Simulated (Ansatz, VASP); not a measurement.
# RbVF3: VASP beside Ansatz

INCAR

```
ALGO = Normal
EDIFF = 1E-6
ENCUT = 520
GGA = CA
ISIF = 2
ISMEAR = 0
ISPIN = 2
LASPH = True
LCHARG = True
LDAU = True
LDAUJ = 0 0 0
LDAUL = -1 2 -1
LDAUPRINT = 1
LDAUTYPE = 2
LDAUU = 0 4 0
LELF = True
LMAXMIX = 4
LORBIT = 11
LREAL = False
LVHAR = True
LWAVE = False
MAGMOM = 0 3 0 0 0
NBANDS = 34
NELM = 150
PREC = Accurate
SIGMA = 0.05
```

The input KPOINTS:

```
k-points
0
Gamma
  5 5 5
```

POSCAR

```
RbVF3
1.0
    4.1819996800      0.0000000000      0.0000000000
    0.0000000000      4.1819996800      0.0000000000
    0.0000000000      0.0000000000      4.1819996800
Rb V F
1 1 3
Direct
    0.0000000000      0.0000000000      0.0000000000
    0.5000000000      0.5000000000      0.5000000000
    0.5000000000      0.5000000000      0.0000000000
    0.0000000000      0.5000000000      0.5000000000
    0.5000000000      0.0000000000      0.5000000000
```

Input for Ansatz:

```yaml
crystal:
  lattice:
    - [4.18199968, 0.0, 0.0]
    - [0.0, 4.18199968, 0.0]
    - [0.0, 0.0, 4.18199968]
  atoms:
    - { symbol: Rb, position: [0.0, 0.0, 0.0] }
    - { symbol: V, position: [0.5, 0.5, 0.5], spin: 3.0 }
    - { symbol: F, position: [0.5, 0.5, 0.0] }
    - { symbol: F, position: [0.0, 0.5, 0.5] }
    - { symbol: F, position: [0.5, 0.0, 0.5] }
basis:
  ecutwfc: 420
  ecutrho_ratio: 4
kpoints:
  mp_grid: { grid: [5, 5, 5] }
hamiltonian:
  xc: lda
  hubbard: { sites: [{ site: 1, l: d, u_eff: 4.0 }] }
scf:
  occupations: { method: gaussian, width: 0.05 }
  lower_state_search: "off"
  max_iter: 150
output:
  forces: true
  stress: true
  eigenvalues: true
  populations: true
  hubbard: { sites: [{ site: 1, l: d }] }
magnetization:
  spin_polarized: true
```

Alike in both runs: task single point; functional LDA; k mesh 5 × 5 × 5; occupations gaussian, width 0.05 eV; collinear spin; Hubbard terms V d U = 4.0 eV.

|  | VASP | Ansatz |
| --- | --- | --- |
| version | VASP 6.6.1 | Ansatz 0.2.0 |
| potentials or method | VASP PAW LDA potentials, release 64 (Rb_sv, V_sv, F), cutoff 520 eV | scalar-relativistic, plane waves, PAW |
| valence electrons in the cell | 43 | 43 |

Ansatz gave:

| Item | Value |
| --- | --- |
| gap on the k mesh at the Fermi level (eV) | 2.79 |
| least direct gap on the mesh (eV) | 3.77 |
| pressure (GPa) | -3.8 |
| net moment per atom (μB) | 0.60 |
| size of the moment on the site where the two differ most (μB) | 2.25 |

Estimate VASP's values.

gap on the k mesh at the Fermi level (eV): 2.28; least direct gap on the mesh (eV): 3.38; pressure (GPa): -3.2; net moment per atom (μB): 0.60; size of the moment on the site where the two differ most (μB): 2.72.

LDA's correlation is that of Perdew and Zunger in VASP and of Perdew and Wang (1992) in Ansatz. Site moments also hang on the region over which each program counts them. The programs project onto different local orbitals, so the same U acts differently, and such runs can settle in different states.
